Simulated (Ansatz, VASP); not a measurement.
One calculation of Ga3Se, two programs

```
CELL_PARAMETERS angstrom
4.43246 0.00000 0.00000
0.00000 4.43246 0.00000
0.00000 0.00000 4.43246
ATOMIC_POSITIONS crystal
Ga 0.00000 0.50000 0.50000
Ga 0.50000 0.00000 0.50000
Ga 0.50000 0.50000 0.00000
Se 0.00000 0.00000 0.00000
```

Alike in both runs: task single point; functional PBEsol; k mesh 10 × 10 × 10; occupations gaussian, width 0.02 eV; no spin polarisation.

```csv
,VASP,Ansatz
version,VASP 6.6.1,Ansatz 0.2.0
potentials or method,"VASP PAW PBE potentials, release 64 (Ga_d, Se), cutoff 520 eV","scalar-relativistic, plane waves, PAW"
valence electrons in the cell,45,55
```

|  | VASP | Ansatz | Ansatz less VASP |
| --- | --- | --- | --- |
| gap on the k mesh at the Fermi level (eV) | none | none | - |
| pressure (GPa) | -3.6 | -3.6 | -0.04 |

VASP's potentials were made for PBE, not for PBEsol. A gap of «none» marks a metal or a gap that the smearing closes. VASP's potentials hold 45 valence electrons a cell and Ansatz's 55, so a difference there can come from the potentials and not from the codes.
